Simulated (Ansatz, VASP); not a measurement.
**Two plane-wave programs on SnSe**

```
Sn Se
1.0
     0.00000    2.94665    2.94665
     2.94665    0.00000    2.94665
     2.94665    2.94665    0.00000
Sn Se
1 1
Direct
  0.00000 0.00000 0.00000
  0.46818 0.46818 0.53182
```

Change from the starting cell: all Se atoms moved +0.188 Å, as atom 2 towards its neighbour atom 1 (Sn) at 2.947 Å.

Alike in both runs: task single point; functional LDA; k mesh 8 × 8 × 8; occupations gaussian, width 0.05 eV; no spin polarisation.

|  | VASP | Ansatz |
| --- | --- | --- |
| version | VASP 6.6.1 | Ansatz 0.2.0 |
| potentials or method | VASP PAW LDA potentials, release 64 (Sn_d, Se), cutoff 520 eV | scalar-relativistic, plane waves, PAW |
| valence electrons in the cell | 20 | 30 |

VASP gave:

```
gap on the k mesh at the Fermi level (eV)                     : 0.77
least direct gap on the mesh (eV)                             : 0.89
pressure (GPa)                                                : 0.7
traceless stress, the component that is largest in VASP (GPa) : 0.90
rms of the force components (eV/Å)                            : 0.113
```

What did Ansatz give for the same quantities?

gap on the k mesh at the Fermi level (eV): 0.78; least direct gap on the mesh (eV): 0.90; pressure (GPa): 0.6; traceless stress, the component that is largest in VASP (GPa): 0.89; rms of the force components (eV/Å): 0.107.

LDA's correlation is that of Perdew and Zunger in VASP and of Perdew and Wang (1992) in Ansatz. Atom by atom the forces differ by 0.007 eV/Å (rms over components). VASP's potentials hold 20 valence electrons a cell and Ansatz's 30, so a difference there can come from the potentials and not from the codes.
